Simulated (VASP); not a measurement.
A run of VASP 6.6.1 is set up as follows.

File INCAR:

```
PREC = Accurate ; ENCUT = 520
EDIFF = 1E-6 ; ISMEAR = 0
SIGMA = 0.1 ; LREAL = F
LASPH = T ; NELM = 60
ALGO = Normal ; ISIF = 2
LWAVE = F ; LCHARG = T
GGA = PS ; LELF = T
LVHAR = T ; NBANDS = 21
```

File KPOINTS:

```
regular mesh
0
Gamma
  12 12 12
```

Contents of POSCAR:

```
Sn
1.0
    0.0000000000      3.2707792811      3.2707792811
    3.2707792811      0.0000000000      3.2707792811
    3.2707792811      3.2707792811      0.0000000000
Sn
2
Direct
    0.5000000000      0.5000000000      0.5000000000
    0.7500000000      0.7500000000      0.7500000000
```

Potentials or basis: VASP PAW PBE potentials, release 64 (Sn_d).

The run is started by

```bash
$ cat potpaw_PBE.64/Sn_d/POTCAR > POTCAR
$ mpirun -np 1 vasp_std > vasp.out
```

(1) What does it give for the band gap on the k mesh?

(2) Predict the pressure.

Results:

(1) zero (band 14 reaches 5.32 eV, above the bottom of band 15 at 5.13 eV).

(2) -0.1 GPa.

Caveat: the PAW data sets were made with another functional, which shifts forces and pressure a little; spin-orbit coupling is left out, which moves the levels of the heavy elements.
